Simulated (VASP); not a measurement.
Be3Te4:

```xyz
7
Lattice="5.3500 0.0000 0.0000 0.0000 5.3500 0.0000 0.0000 0.0000 5.3500" Properties=species:S:1:pos:R:3 pbc="T T T"
Be    2.6750    0.0000    2.6750
Be    0.0000    2.6750    2.6750
Be    2.6750    2.6750    0.0000
Te    4.0125    1.3375    4.0125
Te    4.0125    4.0125    1.3375
Te    1.3375    4.0125    4.0125
Te    1.3375    1.3375    1.3375
```

This cell differs from its parent crystal: atoms taken out.

| Quantity | Value |
| --- | --- |
| Program | VASP 6.6.1 |
| Task | relaxation of cell and atoms |
| Functional | PBE |
| Potentials or basis | VASP PAW PBE potentials, release 64 (Be, Te) |
| Cutoff | 600 eV |
| k mesh | 3 × 3 × 3 |
| Occupations | gaussian, width 0.2 eV |
| Spin | no spin polarisation |

At the start: pressure 8.4 GPa; volume 21.88 Å³/atom.

Task: How do energy, volume and symmetry change on relaxing?

Result: Over 3 steps the energy falls by 74.1 meV/atom and the volume is 24.74 Å³/atom (+13.1 %); space group P-43m (No. 215, to 0.1 Å) before and after.

Step by step:
```tsv
step	energy change (eV)	largest force (eV/Å)	pressure (GPa)	volume (Å³)
1	0.0000	0.8164	8.37	153.13
2	-0.4765	0.1725	-1.83	179.87
3	-0.5190	0.0220	0.01	173.15
```

Final structure:
```
Be Te
1.0
     5.57369    0.00000    0.00000
     0.00000    5.57369    0.00000
     0.00000    0.00000    5.57369
Be Te
3 4
Direct
  0.50000 0.00000 0.50000
  0.00000 0.50000 0.50000
  0.50000 0.50000 0.00000
  0.75328 0.24672 0.75328
  0.75328 0.75328 0.24672
  0.24672 0.75328 0.75328
  0.24672 0.24672 0.24672
```

Caveat: the k points lie up to 0.38 Å⁻¹ apart in the final cell, too coarse for converged energies and pressures of a metal; the cell differs from its parent crystal (atoms taken out).
